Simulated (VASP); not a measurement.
Input of a VASP 6.6.1 run:

POSCAR

```
Al2Au
1.0
    0.0000000000      3.0252236900      3.0252236900
    3.0252236900      0.0000000000      3.0252236900
    3.0252236900      3.0252236900      0.0000000000
Al Au
2 1
Direct
    0.2500000000      0.2500000000      0.2500000000
    0.7500000000      0.7500000000      0.7500000000
    0.0000000000      0.0000000000      0.0000000000
```

File INCAR.step1:

```
SYSTEM = Al2Au
  PREC = Accurate
  ENCUT = 520
  ISMEAR = -1
  SIGMA = 0.1
  LREAL = .FALSE.
  LASPH = .TRUE.
  NELM = 60
  GGA = PE
  ALGO = Normal
  EDIFF = 1E-4
  LWAVE = .TRUE.
  LCHARG = .FALSE.
```

INCAR.step2

```
SYSTEM = Al2Au
  PREC = Accurate
  ENCUT = 520
  EDIFF = 1E-6
  ISMEAR = -1
  SIGMA = 0.1
  LREAL = .FALSE.
  LASPH = .TRUE.
  NELM = 60
  ALGO = Normal
  ISIF = 2
  LWAVE = .FALSE.
  LCHARG = .FALSE.
  METAGGA = R2SCAN
  LMIXTAU = .TRUE.
  IBRION = 2
  NSW = 50
  EDIFFG = -0.01
  ISTART = 1
```

File KPOINTS:

```
Automatic mesh
0
G
  10 10 10
  0 0 0
```

Potentials or basis: VASP PAW PBE potentials, release 64 (Al, Au).

Command:

```bash
$ cat potpaw_PBE.64/Al/POTCAR potpaw_PBE.64/Au/POTCAR > POTCAR
$ cp INCAR.step1 INCAR
$ mpirun -np 1 vasp_std > vasp.out
$ cp INCAR.step2 INCAR
$ mpirun -np 1 vasp_std > vasp.out
```

Problem. Estimate the band gap on the k mesh.

Solution. Zero (an odd number of electrons rules out a gap without spin polarisation).

Final structure:
```xyz
3
Lattice="0.0000 3.0252 3.0252 3.0252 0.0000 3.0252 3.0252 3.0252 0.0000" Properties=species:S:1:pos:R:3 pbc="T T T"
Al    1.5126    1.5126    1.5126
Al    4.5378    4.5378    4.5378
Au    0.0000    0.0000    0.0000
```

Caveat: the relaxation stopped at its first step, so nothing moved; spin-orbit coupling is left out, which moves the levels of the heavy elements.
